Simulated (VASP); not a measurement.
Wanted: the native input for a VASP 6.6.1 run.

```
Task                   : single point
Functional             : r2SCAN
Potentials or basis    : VASP PAW PBE potentials, release 64 (Al, Co)
Cutoff                 : 520 eV
k mesh                 : 14 × 14 × 14
Occupations            : gaussian, width 0.1 eV
Spin                   : collinear spin, ferromagnetic start
Starting moments       : [0.0, 0.16] μB
Dipole correction      : no
Further INCAR settings : ALGO = Normal; EDIFF = 1e-07; NBANDS = 17
```

The system is AlCo.

```
CELL_PARAMETERS angstrom
2.82406 0.00000 0.00000
0.00000 2.82406 0.00000
0.00000 0.00000 2.82406
ATOMIC_POSITIONS crystal
Al 0.00000 0.00000 0.00000
Co 0.50000 0.50000 0.50000
```

The input as run:

POSCAR

```
AlCo
1.0
    2.8240555961      0.0000000000      0.0000000000
    0.0000000000      2.8240555961      0.0000000000
    0.0000000000      0.0000000000      2.8240555961
Al Co
1 1
Direct
    0.0000000000      0.0000000000      0.0000000000
    0.5000000000      0.5000000000      0.5000000000
```

INCAR.step1

```
PREC = Accurate
ENCUT = 520
ISMEAR = 0
SIGMA = 0.1
LREAL = F
LASPH = T
NELM = 150
ISPIN = 2
MAGMOM = 0 0.16
LMAXMIX = 4
NBANDS = 17
GGA = PE
ALGO = Normal
EDIFF = 1E-4
LWAVE = T
LCHARG = F
```

INCAR.step2

```
PREC = Accurate
ENCUT = 520
EDIFF = 1E-7
ISMEAR = 0
SIGMA = 0.1
LREAL = F
LASPH = T
NELM = 150
ALGO = Normal
ISIF = 2
LWAVE = F
LCHARG = T
ISPIN = 2
MAGMOM = 0 0.16
LORBIT = 11
LMAXMIX = 4
METAGGA = R2SCAN
LMIXTAU = T
LELF = T
LVHAR = T
NBANDS = 17
ISTART = 1
```

KPOINTS

```
Automatic mesh
0
Gamma
  14 14 14
```

Potentials or basis: VASP PAW PBE potentials, release 64 (Al, Co).

Launch:

```sh
$ cat potpaw_PBE.64/Al/POTCAR potpaw_PBE.64/Co/POTCAR > POTCAR
$ cp INCAR.step1 INCAR
$ mpirun -np 1 vasp_std > vasp.out
$ cp INCAR.step2 INCAR
$ mpirun -np 1 vasp_std > vasp.out
```

It gave:

- Pressure: -0.5 GPa
- Band gap on the k mesh: zero (filled and empty bands overlap)
- Net moment: 0.00 μB per cell
- Valence electrons inside the program's atomic spheres: Al 0.85; Co 8.54

Caveat: the PAW data sets were made with another functional, which shifts forces and pressure a little.

Wall time 5.2 min on 1 thread of Intel(R) Xeon(R) Platinum 8375C CPU @ 2.90GHz (Ice Lake), with other jobs on the host, peak memory 0.21 GiB.
